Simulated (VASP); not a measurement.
# ErNb2 (P6/mmm) in VASP: a series of runs, part 2 of 2

VASP 6.6.1. Earlier steps stand in the parts before.

### 4 Single point, PBE

This run uses another cell than the first one, of 21.54 Å³/atom.

INCAR reads:

```
SYSTEM = ErNb2
PREC     = Accurate       ! precision mode
ENCUT    = 500            ! plane-wave cutoff, eV
EDIFF    = 1E-6           ! SCF threshold, eV
ISMEAR   = 0              ! smearing method
SIGMA    = 0.1            ! smearing width, eV
LREAL    = .False.        ! projectors in reciprocal space
LASPH    = .True.         ! aspherical terms in the spheres
NELM     = 200            ! most SCF steps
ALGO     = Normal         ! electronic algorithm
ISIF     = 2              ! what is computed and relaxed
LWAVE    = .False.        ! write WAVECAR
LCHARG   = .False.        ! write CHGCAR
GGA      = PE             ! functional
NBANDS   = 24             ! bands
GGA_COMPAT= .False.      
LMAXMIX  = 6              ! l up to which the mixer works
```

KPOINTS reads:

```
Automatic mesh
0
Gamma
  12 12 16
  0 0 0
```

POSCAR reads:

```
ErNb2
1.0
    4.9330182683      0.0000000000      0.0000000000
   -2.4665091341      4.2721191376      0.0000000000
    0.0000000000      0.0000000000      3.0665710150
Er Nb
1 2
Direct
    0.0000000000      0.0000000000      0.0000000000
    0.3333333333      0.6666666667      0.5000000000
    0.6666666667      0.3333333333      0.5000000000
```

Potentials or basis: VASP PAW PBE potentials, release 64 (Er_3, Nb_sv), 4f in core.

Started as:

```
cat potpaw_PBE.64/Er_3/POTCAR potpaw_PBE.64/Nb_sv/POTCAR > POTCAR
mpirun -np 1 vasp_std > vasp.out
```

OUTCAR:

```text
SYSTEM = ErNb2
   PREC = Accurate
   ENCUT = 500
   EDIFF = 1E-6
   ISMEAR = 0
   LREAL = .False.
   LASPH = .True.
   NELM = 200
   ISIF = 2
   GGA = PE

 ion  position               nearest neighbor table
   1  0.000  0.000  0.000-   2 3.23   3 3.23   2 3.23   3 3.23   2 3.23   2 3.23   3 3.23   3 3.23
                             3 3.23   3 3.23   2 3.23   2 3.23
   2  0.333  0.667  0.500-   3 2.85   3 2.85   3 2.85   1 3.23   1 3.23   1 3.23   1 3.23   1 3.23
                             1 3.23
   3  0.667  0.333  0.500-   2 2.85   2 2.85   2 2.85   1 3.23   1 3.23   1 3.23   1 3.23   1 3.23
                             1 3.23

  LATTYP: Found a hexagonal cell.
 ALAT       =     4.9330182683
 C/A-ratio  =     0.6216419336

  Lattice vectors:

 A1 = (   4.9330182683,   0.0000000000,   0.0000000000)
 A2 = (  -2.4665091341,   4.2721191376,   0.0000000000)
 A3 = (   0.0000000000,   0.0000000000,   3.0665710150)

Analysis of symmetry for initial positions (statically):
=====================================================================
 Subroutine PRICEL returns:
 Original cell was already a primitive cell.

 Routine SETGRP: Setting up the symmetry group for a
 hexagonal supercell.

 Subroutine GETGRP returns: Found 24 space group operations
 (whereof 24 operations were pure point group operations)
 out of a pool of 24 trial point group operations.

The static configuration has the point symmetry D_6h.

Analysis of symmetry for dynamics (positions and initial velocities):
=====================================================================
 Subroutine PRICEL returns:
 Original cell was already a primitive cell.

 Routine SETGRP: Setting up the symmetry group for a
 hexagonal supercell.

 Subroutine GETGRP returns: Found 24 space group operations
 (whereof 24 operations were pure point group operations)
 out of a pool of 24 trial point group operations.

The dynamic configuration has the point symmetry D_6h.

 Subroutine INISYM returns: Found 24 space group operations
 (whereof 24 operations are pure point group operations),
 and found     1 'primitive' translations

----------------------------------------------------------------------------------------

                                     Primitive cell

  volume of cell :      64.6263

  direct lattice vectors                    reciprocal lattice vectors
     4.933018268  0.000000000  0.000000000     0.202715649  0.117037935  0.000000000
    -2.466509134  4.272119138  0.000000000     0.000000000  0.234075869  0.000000000
     0.000000000  0.000000000  3.066571015     0.000000000  0.000000000  0.326097128

  length of vectors
     4.933018268  4.933018268  3.066571015     0.234075869  0.234075869  0.326097128

  position of ions in fractional coordinates (direct lattice)
     0.000000000  0.000000000  0.000000000
     0.333333333  0.666666667  0.500000000
     0.666666667  0.333333333  0.500000000

  ion indices of the primitive-cell ions
   primitive index   ion index
                 1           1
                 2           2
                 3           3

----------------------------------------------------------------------------------------

 KPOINTS: Automatic mesh

Automatic generation of k-mesh.
 Grid dimensions read from file:
 generate k-points for:   12   12   16

 Generating k-lattice:

  Cartesian coordinates                     Fractional coordinates (reciprocal lattice)
     0.016892971  0.009753161  0.000000000     0.083333333  0.000000000  0.000000000
     0.000000000  0.019506322  0.000000000     0.000000000  0.083333333  0.000000000
     0.000000000  0.000000000  0.020381070     0.000000000  0.000000000  0.062500000

  Length of vectors
     0.019506322  0.019506322  0.020381070

  Shift w.r.t. Gamma in fractional coordinates (k-lattice)
     0.000000000  0.000000000  0.000000000

 Subroutine IBZKPT returns following result:
 ===========================================

 Found    171 irreducible k-points:

 Following reciprocal coordinates:
            Coordinates               Weight
  0.000000  0.000000  0.000000      1.000000
  0.083333  0.000000  0.000000      6.000000
  0.166667  0.000000  0.000000      6.000000
  0.250000  0.000000  0.000000      6.000000
  0.333333  0.000000  0.000000      6.000000
  0.416667  0.000000  0.000000      6.000000
[... 16 lines left out ...]
  0.250000  0.000000  0.062500     12.000000
  0.333333  0.000000  0.062500     12.000000
 [... further k-points ...]
   k-points           NKPTS =    171   k-points in BZ     NKDIM =    171   number of bands    NBANDS=     24
   number of dos      NEDOS =    301   number of ions     NIONS =      3
   total plane-waves  NPLWV =  31104
   dimension x,y,z NGX =    36 NGY =   36 NGZ =   24
   dimension x,y,z NGXF=    72 NGYF=   72 NGZF=   48
   ions per type =               1   2
   NGX,Y,Z   is equivalent  to a cutoff of  12.13, 12.13, 13.01 a.u.
   NGXF,Y,Z  is equivalent  to a cutoff of  24.26, 24.26, 26.02 a.u.
 SYSTEM =  ErNb2
   PREC   = accura    normal or accurate (medium, high low for compatibility)
   ISTART =      0    job   : 0-new  1-cont  2-samecut
   ICHARG =      2    charge: 1-file 2-atom 10-const
   ISPIN  =      1    spin polarized calculation?
   LNONCOLLINEAR =      F non collinear calculations
   LSORBIT =      F    spin-orbit coupling
   LASPH  =      T    aspherical Exc in radial PAW
   ENCUT  =  500.0 eV  36.75 Ry    6.06 a.u.   8.99  8.99  5.59*2*pi/ulx,y,z
   NELM   =    200;   NELMIN=  2; NELMDL= -5     # of ELM steps
   EDIFF  = 0.1E-05   stopping-criterion for ELM
   LREAL  =      F    real-space projection
   EDIFFG = 0.1E-04   stopping-criterion for IOM
   NSW    =      0    number of steps for IOM
   IBRION =     -1    ionic relax: 0-MD 1-quasi-New 2-CG
   NFREE  =      0    steps in history (QN), initial steepest desc. (CG)
   ISIF   =      2    stress and relaxation
   ISYM   =      2    0-nonsym 1-usesym 2-fastsym
   POTIM  = 0.5000    time-step for ionic-motion
   TEBEG  =    0.0;   TEEND  =   0.0 temperature during run
   PSTRESS=    0.0 pullay stress
   NELECT =      35.0000    total number of electrons
   NUPDOWN=      -1.0000    fix difference up-down
   EMIN   =  10.00;   EMAX   =-10.00  energy-range for DOS
   EFERMI =   0.00;   METHOD = LEGACY
   ISMEAR =     0;   SIGMA  =   0.10  broadening in eV -4-tet -1-fermi 0-gaus
   EFERMI_NEDOS =   21; number of points for ismear=-14 and -15
   IALGO  =     38    algorithm
   IMIX   =      4    mixing-type and parameters
     AMIX     =   0.40;   BMIX     =  1.00
     AMIX_MAG =   1.60;   BMIX_MAG =  1.00
  volume/ion in A,a.u.               =      21.54       145.37
  Fermi-wavevector in a.u.,A,eV,Ry     =   1.334426  2.521699 24.227794  1.780693
  Thomas-Fermi vector in A             =   2.463208
   LORBIT       =      0    0 simple, 1 ext, 2 COOP (PROOUT), +10 PAW based schemes
   GGA     = PE    functional components
   LHFCALC =     F    Hartree Fock is set to
   AEXX    =    0.0000 exact exchange contribution
   IVDW    =     0    specifies the selected vdW correction
   LEPSILON=     F    determine dielectric tensor
   LRPA    =     F    only Hartree local field effects (RPA)
 non-spin polarized calculation
 Gauss-broadening in eV      SIGMA  =   0.10
  energy-cutoff  :      500.00
  volume of cell :       64.63
 maximum number of plane-waves:      1665
 NGX is ok and might be reduce to    36
   NGX = 17   NGY = 17   NGZ = 11

 number of electron      34.9999999 magnetization

 Free energy of the ion-electron system (eV)
  ---------------------------------------------------
  ext. energy  EPLUGINS =         0.00000000
  ---------------------------------------------------
  free energy    TOTEN  =       -24.06382806 eV

  energy without entropy =      -24.05054352  energy(sigma->0) =      -24.05718579

 E-fermi :   8.0365     XC(G=0): -11.5101

 val. band max:        8.0341772450   @ k =   0.3333   0.0833   0.2500
 cond. band min:       8.0370888877   @ k =   0.4167   0.0833   0.3125
 fundamental gap:      0.0029116427
 Fermi energy:         8.0365318342

 k-point     1 :       0.0000    0.0000    0.0000
  band No.  band energies     occupation
      1     -46.9586      2.00000
      2     -46.7951      2.00000
      3     -23.2690      2.00000
      4     -23.2690      2.00000
      5     -22.7594      2.00000
      6     -22.6581      2.00000
[... 637 lines left out ...]
     23      10.3536      0.00000
     24      10.7261      0.00000

 [... further k-points ...]

------------------------ aborting loop because EDIFF is reached ----------------------------------------

  FORCE on cell =-STRESS in cart. coord.  units (eV):
  Direction    XX          YY          ZZ          XY          YZ          ZX
  --------------------------------------------------------------------------------------
  -------------------------------------------------------------------------------------
  Total        0.0389461      0.0389461      0.0864575      0.0000000      0.0000000     -0.0000000
  in kB        0.9655287      0.9655287      2.1434049      0.0000000      0.0000000     -0.0000000
  external PRESSURE =       1.3581541 kB  Pullay stress =       0.0000000 kB

 VOLUME and BASIS-vectors are now :
 -----------------------------------------------------------------------------
  energy-cutoff  :      500.00
  volume of cell :       64.63
      direct lattice vectors                 reciprocal lattice vectors
     4.933018268  0.000000000  0.000000000     0.202715649  0.117037935  0.000000000
    -2.466509134  4.272119138  0.000000000     0.000000000  0.234075869  0.000000000
     0.000000000  0.000000000  3.066571015     0.000000000  0.000000000  0.326097128

 POSITION                                       TOTAL-FORCE (eV/Angst)
 -----------------------------------------------------------------------------------
      0.00000      0.00000      0.00000         0.000000      0.000000      0.000000
     -0.00000      2.84808      1.53329        -0.000000     -0.000000      0.000000
      2.46651      1.42404      1.53329         0.000000      0.000000      0.000000
 -----------------------------------------------------------------------------------
    total drift:                                0.000000     -0.000000     -0.000000

  FREE ENERGIE OF THE ION-ELECTRON SYSTEM (eV)
  ---------------------------------------------------
  free  energy   TOTEN  =       -24.0638280620 eV

  energy  without entropy=      -24.0505435225  energy(sigma->0) =      -24.05718579
```

Run time: 4.7 min. Hardware: 1 thread of Intel Xeon Platinum 8259CL at 2.50GHz (Skylake/Cascade Lake), shared host; peak memory 0.36 GiB.

What came out:

```yaml
Free_energy: -24.0638 eV
Pressure: 0.1 GPa
Band_gap_on_the_k_mesh: zero (an odd number of electrons rules out a gap without spin polarisation)
```

Levels at points of the mesh, in eV from the Fermi level:
```
           k point  band 13  band 14  band 15  band 16  band 17  band 18  band 19  band 20  band 21  band 22
(0.00, 0.00, 0.00)    -2.91    -1.16    -0.96    -0.96    -0.91    -0.91     0.99     1.12     1.12     1.38
(0.50, 0.00, 0.00)    -3.57    -3.46    -1.53    -1.49    -1.25     0.11     0.50     1.07     1.34     1.56
(0.00, 0.00, 0.50)    -3.02    -2.61    -2.20    -2.20    -1.68     0.42     0.42     0.45     0.45     4.64
(0.50, 0.00, 0.50)    -2.79    -2.55    -1.85    -1.58    -1.06     0.17     0.88     0.98     1.72     2.34
```

Caveat: spin-orbit coupling is left out, which moves the levels of the heavy elements; the 4f electrons are frozen in the core, so they carry no moment and show no levels.

### 5 Relaxation of cell and atoms, PBE

This run uses another cell than the first one, of 21.51 Å³/atom.

INCAR reads:

```
PREC     = Accurate       # precision mode
ENCUT    = 500            # plane-wave cutoff, eV
EDIFF    = 1E-7           # SCF threshold, eV
ISMEAR   = 0              # smearing method
SIGMA    = 0.1            # smearing width, eV
LREAL    = False          # projectors in reciprocal space
LASPH    = True           # aspherical terms in the spheres
NELM     = 200            # most SCF steps
ALGO     = Normal         # electronic algorithm
ISIF     = 3              # what is computed and relaxed
LWAVE    = False          # write WAVECAR
LCHARG   = False          # write CHGCAR
GGA      = PE             # functional
IBRION   = 2              # ionic algorithm
NSW      = 100            # ionic steps
EDIFFG   = -0.01          # ionic threshold
GGA_COMPAT= False        
NELMIN   = 4            
LMAXMIX  = 6              # l up to which the mixer works
```

KPOINTS reads:

```
regular mesh
0
Gamma
  12 12 16
```

POSCAR reads:

```
ErNb2
1.0
    4.9317827996      0.0000000000      0.0000000000
   -2.4658913998      4.2710491904      0.0000000000
    0.0000000000      0.0000000000      3.0638461693
Er Nb
1 2
Direct
    0.0000000000      0.0000000000      0.0000000000
    0.3333333333      0.6666666667      0.5000000000
    0.6666666667      0.3333333333      0.5000000000
```

Started as:

```
cat potpaw_PBE.64/Er_3/POTCAR potpaw_PBE.64/Nb_sv/POTCAR > POTCAR
mpirun -np 1 vasp_std > vasp.out
```

Run time: 12 min. Hardware: 1 thread of Intel Xeon Platinum 8259CL at 2.50GHz (Skylake/Cascade Lake), shared host; peak memory 0.36 GiB.

It converged, with:

```yaml
Free_energy: -24.0639 eV
Relaxed_volume: 21.58 Å³/atom
Relaxed_cell: a = 4.934 Å, b = 4.934 Å, c = 3.070 Å, α = 90.00°, β = 90.00°, γ = 120.00°
Space_group_after_relaxing_to_0.1_Å: P6/mmm (No. 191)
Energy_gained_by_relaxing: 0.1 meV/atom
Ionic_steps: 4
Pressure_after_relaxing: 0.0 GPa
Band_gap_on_the_k_mesh: zero (an odd number of electrons rules out a gap without spin polarisation)
```

Step by step:
| step | energy change (eV) | largest force (eV/Å) | pressure (GPa) | volume (Å³) |
| --- | --- | --- | --- | --- |
| 1 | 0.0000 | 0.0000 | 0.32 | 64.54 |
| 2 | 0.0000 | 0.0000 | -0.34 | 64.94 |
| 3 | -0.0002 | 0.0000 | -0.02 | 64.74 |
| 4 | -0.0002 | 0.0000 | 0.00 | 64.74 |

Final structure:
```
CELL_PARAMETERS angstrom
4.93445 0.00000 0.00000
-2.46723 4.27336 0.00000
0.00000 0.00000 3.07009
ATOMIC_POSITIONS crystal
Er 0.00000 0.00000 0.00000
Nb 0.33333 0.66667 0.50000
Nb 0.66667 0.33333 0.50000
```

Levels at points of the mesh, in eV from the Fermi level:
| k point | band 13 | band 14 | band 15 | band 16 | band 17 | band 18 | band 19 | band 20 | band 21 |
| --- | --- | --- | --- | --- | --- | --- | --- | --- | --- |
| (0.00, 0.00, 0.00) | -2.91 | -1.15 | -0.96 | -0.96 | -0.91 | -0.91 | 1.00 | 1.11 | 1.11 |
| (0.50, 0.00, 0.00) | -3.57 | -3.46 | -1.53 | -1.49 | -1.25 | 0.12 | 0.49 | 1.08 | 1.33 |
| (0.00, 0.00, 0.50) | -3.01 | -2.61 | -2.20 | -2.20 | -1.68 | 0.41 | 0.41 | 0.46 | 0.46 |
| (0.50, 0.00, 0.50) | -2.79 | -2.54 | -1.84 | -1.58 | -1.06 | 0.17 | 0.87 | 0.98 | 1.71 |

Caveat: spin-orbit coupling is left out, which moves the levels of the heavy elements; the 4f electrons are frozen in the core, so they carry no moment and show no levels. Spin polarisation is off, so any magnetic state and its effect on volume and gap are missing.

### 6 The runs side by side

```csv
task,spin,cell,k mesh,gap on the mesh (eV),pressure (GPa),relaxed volume (Å³/atom)
relaxation of cell and atoms,off,"relaxed from a = 4.926, b = 4.926, c = 3.083 Å, angles 90.0, 90.0, 120.0°, 3 atoms",6 × 6 × 6,none,0.2,21.51
single point,collinear,"a = 4.932, b = 4.932, c = 3.064 Å, angles 90.0, 90.0, 120.0°, 3 atoms",6 × 6 × 6,none,0.2,-
single point,off,"a = 4.933, b = 4.933, c = 3.067 Å, angles 90.0, 90.0, 120.0°, 3 atoms",12 × 12 × 16,none,0.1,-
relaxation of cell and atoms,off,"relaxed from a = 4.932, b = 4.932, c = 3.064 Å, angles 90.0, 90.0, 120.0°, 3 atoms",12 × 12 × 16,none,0.0,21.58
```

Alike in all rows: level PBE; potentials or basis VASP PAW PBE potentials, release 64 (Er_3, Nb_sv), 4f in core; cutoff (eV) 500; smearing gaussian 0.1 eV.

Caveats: spin-orbit coupling is left out, which moves the levels of the heavy elements; the 4f electrons are frozen in the core, so they carry no moment and show no levels; the magnetic or orbital state may not be the lowest (at least some runs); the moments typed at the start vanished in this run (at least some runs).

Absolute energies hang on the potentials; compare differences alone.

The gap in the log of VASP goes by the Fermi energy; the results here count the filled bands.